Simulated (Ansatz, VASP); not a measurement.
## One calculation of Mg3Sn2N2, two programs

Contents of INCAR:

```
PREC = Accurate
ENCUT = 520
EDIFF = 1E-7
ISMEAR = 0
SIGMA = 0.1
LREAL = F
LASPH = T
NELM = 80
ALGO = Normal
ISIF = 2
LWAVE = F
LCHARG = F
GGA = PE
NBANDS = 31
```

Contents of KPOINTS:

```
Automatic mesh
0
Gamma
  12 12 4
```

The input POSCAR:

```
Mg3Sn2N2
1.0
    3.2688124806      0.0000000000      0.0000000000
   -1.6344062403      2.8308746484      0.0000000000
    0.0000000000      0.0000000000     13.1960707610
Mg Sn N
3 2 2
Direct
    0.0000000000      0.0000000000      0.0000000000
    0.6666666667      0.3333333333      0.1638529413
    0.3333333333      0.6666666667      0.8361470587
    0.0000000000      0.0000000000      0.3868819299
    0.0000000000      0.0000000000      0.6131180701
    0.6666666667      0.3333333333      0.8978116429
    0.3333333333      0.6666666667      0.1021883571
```

Input for Ansatz:

```yaml
crystal:
  lattice:
    - [3.2688124806, 0.0, 0.0]
    - [-1.6344062403, 2.8308746484, 0.0]
    - [0.0, 0.0, 13.196070761]
  atoms:
    - { symbol: Mg, position: [0.0, 0.0, 0.0] }
    - { symbol: Mg, position: [0.6666666667, 0.3333333333, 0.1638529413] }
    - { symbol: Mg, position: [0.3333333333, 0.6666666667, 0.8361470587] }
    - { symbol: Sn, position: [0.0, 0.0, 0.3868819299] }
    - { symbol: Sn, position: [0.0, 0.0, 0.6131180701] }
    - { symbol: "N", position: [0.6666666667, 0.3333333333, 0.8978116429] }
    - { symbol: "N", position: [0.3333333333, 0.6666666667, 0.1021883571] }
basis:
  ecutwfc: 420
kpoints:
  mp_grid: { grid: [12, 12, 4] }
  band_path:
    path:
      - [[0.0, 0.0, 0.0], [0.5, 0.0, 0.0], [0.33333333, 0.33333333, 0.0], [0.0, 0.0, 0.0], [0.0, 0.0, 0.5], [0.5, 0.0, 0.5], [0.33333333, 0.33333333, 0.5], [0.0, 0.0, 0.5]]
      - [[0.5, 0.0, 0.5], [0.5, 0.0, 0.0]]
      - [[0.33333333, 0.33333333, 0.5], [0.33333333, 0.33333333, 0.0]]
    npoints: 14
hamiltonian:
  xc: pbe
scf:
  occupations: { method: gaussian, width: 0.1 }
  n_extra_bands: 17
output:
  forces: true
  stress: true
  eigenvalues: true
  populations: true
  dos: { projected: true, de: 0.02, nscf_kmesh: { grid: [15, 15, 5] } }
  bader: true
  write_density: true
  write_potential: true
  elf: true
  volumetric_format: npy
```

Alike in both runs: task single point; functional PBE; k mesh 12 × 12 × 4; occupations gaussian, width 0.1 eV; no spin polarisation.

|  | VASP | Ansatz |
| --- | --- | --- |
| version | VASP 6.6.1 | Ansatz 0.2.0 |
| potentials or method | VASP PAW PBE potentials, release 64 (Mg, Sn_d, N), cutoff 520 eV | scalar-relativistic, plane waves, PAW |
| valence electrons in the cell | 44 | 68 |

```tsv
	VASP	Ansatz	Ansatz less VASP
gap on the k mesh at the Fermi level (eV)	none	none	-
pressure (GPa)	-0.2	0.0	+0.21
traceless stress, the component that is largest in VASP (GPa)	-0.06	0.01	+0.064
rms of the force components (eV/Å)	0.007	0.002	-0.0053
```

Atom by atom the forces differ by 0.006 eV/Å (rms over components). A gap of «none» marks a metal or a gap that the smearing closes. VASP's potentials hold 44 valence electrons a cell and Ansatz's 68, so a difference there can come from the potentials and not from the codes.
